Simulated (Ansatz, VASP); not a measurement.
TiTe2: VASP beside Ansatz

The input POSCAR:

```
TiTe2
1.0
    3.7770000000      0.0000000000      0.0000000000
   -1.8885000000      3.2709779501      0.0000000000
    0.0000000000      0.0000000000      6.4980000000
Ti Te
1 2
Direct
    0.0000000000      0.0000000000      0.0000000000
    0.6666666667      0.3333333333      0.2628000000
    0.3333333333      0.6666666667      0.7372000000
```

File INCAR.step1:

```
SYSTEM = TiTe2
PREC = Accurate ; ENCUT = 520
ISMEAR = 0 ; SIGMA = 0.05
LREAL = .False. ; LASPH = .True.
NELM = 100 ; NBANDS = 19
GGA = PE ; ALGO = Normal
EDIFF = 1E-4 ; LWAVE = .True.
LCHARG = .False.
```

File INCAR.step2:

```
SYSTEM = TiTe2
PREC = Accurate ; ENCUT = 520
EDIFF = 1E-6 ; ISMEAR = 0
SIGMA = 0.05 ; LREAL = .False.
LASPH = .True. ; NELM = 100
ALGO = Normal ; ISIF = 2
LWAVE = .False. ; LCHARG = .True.
METAGGA = R2SCAN ; LMIXTAU = .True.
LELF = .True. ; LVHAR = .True.
NBANDS = 19 ; ISTART = 1
```

The input KPOINTS:

```
Automatic mesh
0
Gamma
  9 9 6
  0 0 0
```

Input for Ansatz:

```yaml
crystal:
  lattice:
    - [3.777, 0.0, 0.0]
    - [-1.8885, 3.2709779501, 0.0]
    - [0.0, 0.0, 6.498]
  atoms:
    - { symbol: Ti, position: [0.0, 0.0, 0.0] }
    - { symbol: Te, position: [0.6666666667, 0.3333333333, 0.2628] }
    - { symbol: Te, position: [0.3333333333, 0.6666666667, 0.7372] }
basis:
  ecutwfc: 500
  fft_grid_basis: typed
kpoints:
  mp_grid: { grid: [9, 9, 6] }
hamiltonian:
  xc: r2scan
  pseudopotentials: { kind: paw }
scf:
  occupations: { method: gaussian, width: 0.05 }
output:
  forces: true
  stress: true
  eigenvalues: true
  bader: true
  write_density: true
  volumetric_format: npy
  elf: true
```

Alike in both runs: task single point; functional r2SCAN; k mesh 9 × 9 × 6; occupations gaussian, width 0.05 eV; no spin polarisation.

|  | VASP | Ansatz |
| --- | --- | --- |
| version | VASP 6.6.1 | Ansatz 0.2.0 |
| potentials or method | VASP PAW PBE potentials, release 64 (Ti_sv, Te), cutoff 520 eV | scalar-relativistic, plane waves, PAW |
| valence electrons in the cell | 24 | 44 |

|  | VASP | Ansatz | Ansatz less VASP |
| --- | --- | --- | --- |
| gap on the k mesh at the Fermi level (eV) | none | none | - |
| pressure (GPa) | 1.1 | 1.0 | -0.11 |
| traceless stress, the component that is largest in VASP (GPa) | -0.31 | -0.28 | +0.037 |
| rms of the force components (eV/Å) | 0.090 | 0.098 | +0.0083 |

VASP's potentials were made for PBE, not for r2SCAN. Atom by atom the forces differ by 0.008 eV/Å (rms over components). A gap of «none» marks a metal or a gap that the smearing closes. The functional is the same, so the differences come from potentials, cutoffs and numerics. VASP's potentials hold 24 valence electrons a cell and Ansatz's 44, so a difference there can come from the potentials and not from the codes.

Spin-orbit coupling is off throughout.
